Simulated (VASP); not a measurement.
Set up this calculation in VASP 6.6.1, as the native input.

```yaml
Task: single point
Functional: PBEsol
Dispersion: D3(BJ)
Potentials_or_basis: VASP PAW PBE potentials, release 64 (P)
Cutoff: 520 eV
k_mesh: 18 × 18 × 18
Occupations: gaussian, width 0.1 eV
Spin: no spin polarisation
Dipole_correction: no
Further_INCAR_settings: ALGO = Normal; EDIFF = 1e-07; NBANDS = 8
```

The structure of P lies in POSCAR:

```
P
1.0
    2.3165004881      0.0000000000      0.0000000000
    0.0000000000      2.3165004881      0.0000000000
    0.0000000000      0.0000000000      2.3166628898
P
1
Direct
    0.0000000000      0.0000000000      0.0000000000
```

This isn't the form of P at room conditions, which is orthorhombic.

These files were run (other wordings do the same):

INCAR

```
ALGO = Normal
EDIFF = 1E-7
ENCUT = 520
GGA = PS
ISIF = 2
ISMEAR = 0
IVDW = 12
LASPH = T
LCHARG = F
LREAL = F
LWAVE = F
NBANDS = 8
NELM = 100
PREC = Accurate
SIGMA = 0.1
```

KPOINTS

```
k-points
0
Gamma
  18 18 18
```

Potentials or basis: VASP PAW PBE potentials, release 64 (P).

Command:

```console
$ cat potpaw_PBE.64/P/POTCAR > POTCAR
$ mpirun -np 1 vasp_std > vasp.out
```

It gave:

```json
{
 "Pressure": "16.3 GPa",
 "Band gap on the k mesh": "zero (an odd number of electrons rules out a gap without spin polarisation)",
 "Dispersion energy per atom": "-0.457 eV"
}
```

Caveat: the cell stands under pressure; the PAW data sets were made with another functional, which shifts forces and pressure a little.

Wall time 14 s on 1 thread of Intel(R) Xeon(R) 6975P-C (Granite Rapids), on a shared host, peak memory 0.16 GiB.
